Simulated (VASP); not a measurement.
Here is a VASP 6.6.1 calculation.

INCAR

```
SYSTEM = BaTiO3
PREC     = Accurate       ! precision mode
ENCUT    = 520            ! plane-wave cutoff, eV
EDIFF    = 1E-7           ! SCF threshold, eV
ISMEAR   = 0              ! smearing method
SIGMA    = 0.05           ! smearing width, eV
LREAL    = .FALSE.        ! projectors in reciprocal space
LASPH    = .TRUE.         ! aspherical terms in the spheres
NELM     = 80             ! most SCF steps
ALGO     = Normal         ! electronic algorithm
ISIF     = 2              ! what is computed and relaxed
LWAVE    = .FALSE.        ! write WAVECAR
LCHARG   = .FALSE.        ! write CHGCAR
GGA      = PE             ! functional
NBANDS   = 28             ! bands
```

Contents of KPOINTS:

```
Automatic mesh
0
G
  6 6 6
  0 0 0
```

Contents of POSCAR:

```
BaTiO3
1.0
    2.8630706910      1.6529946342      2.3563003940
   -2.8630706910      1.6529946342      2.3563003940
    0.0000000000     -3.3059892684      2.3563003940
Ba Ti O
1 1 3
Direct
    0.0332474609      0.0332474609      0.0332474609
    0.5191875227      0.5191875227      0.5191875227
    0.4883938465      0.4883938465      0.9777702638
    0.4883938465      0.9777702638      0.4883938465
    0.9777702638      0.4883938465      0.4883938465
```

Potentials or basis: VASP PAW PBE potentials, release 64 (Ba_sv, Ti_sv, O).

Launch:

```bash
$ cat potpaw_PBE.64/Ba_sv/POTCAR potpaw_PBE.64/Ti_sv/POTCAR potpaw_PBE.64/O/POTCAR > POTCAR
$ mpirun -np 1 vasp_std > vasp.out
```

**Question.** What does it give for the band gap on the k mesh?

**Answer.** 2.59 eV, indirect (least direct gap 3.15 eV).

**Question.** Estimate the pressure.

**Answer.** 3.3 GPa.

Stress tensor (GPa, compression positive):
```
2.52 0.00 0.00
0.00 2.52 0.00
0.00 0.00 4.78
```

Caveat: the cell differs from its parent crystal (all Ba atoms moved -0.200 Å, as atom 1 towards its neighbour atom 2 (Ti) at 3.434 Å); spin-orbit coupling is left out, which moves the levels of the heavy elements; forces of over 1 eV/Å act on the atoms, so gaps and moduli don't describe the material at rest. A k mesh can miss the band edges.
